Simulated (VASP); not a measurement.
Input of a VASP 6.6.1 run:

INCAR

```
PREC = Accurate
ENCUT = 600
EDIFF = 1E-6
ISMEAR = 0
SIGMA = 0.1
LREAL = F
LASPH = T
NELM = 80
ALGO = Fast
ISIF = 3
LWAVE = F
LCHARG = F
GGA = PS
IBRION = 2
NSW = 100
EDIFFG = -0.01
```

File KPOINTS:

```
regular mesh
0
Gamma
  21 21 6
```

The input POSCAR:

```
W
1.0
    2.7358003948      0.0000000000      0.0000000000
   -1.3679001974      2.3692726416      0.0000000000
    0.0000000000      0.0000000000     10.2093601741
W
4
Direct
    0.3333333333      0.6666666667      0.3822648002
    0.6666666667      0.3333333333      0.8822648002
    0.6666666667      0.3333333333      0.6177351998
    0.3333333333      0.6666666667      0.1177351998
```

Potentials or basis: VASP PAW PBE potentials, release 64 (W_sv).

The run is started by

```sh
$ cat potpaw_PBE.64/W_sv/POTCAR > POTCAR
$ mpirun -np 1 vasp_std > vasp.out
```

(1) What does it give for the space group after relaxing (to 0.1 Å)?

(2) What does it give for the relaxed cell?

(3) What does it give for the band gap on the k mesh?

Results:

(1) P6_3/mmc (No. 194).

(2) a = 2.748 Å, b = 2.748 Å, c = 10.122 Å, α = 90.00°, β = 90.00°, γ = 120.00°.

(3) zero (bands 28 and 29 overlap by 1.83 eV).

Caveat: spin-orbit coupling is left out, which moves the levels of the heavy elements.
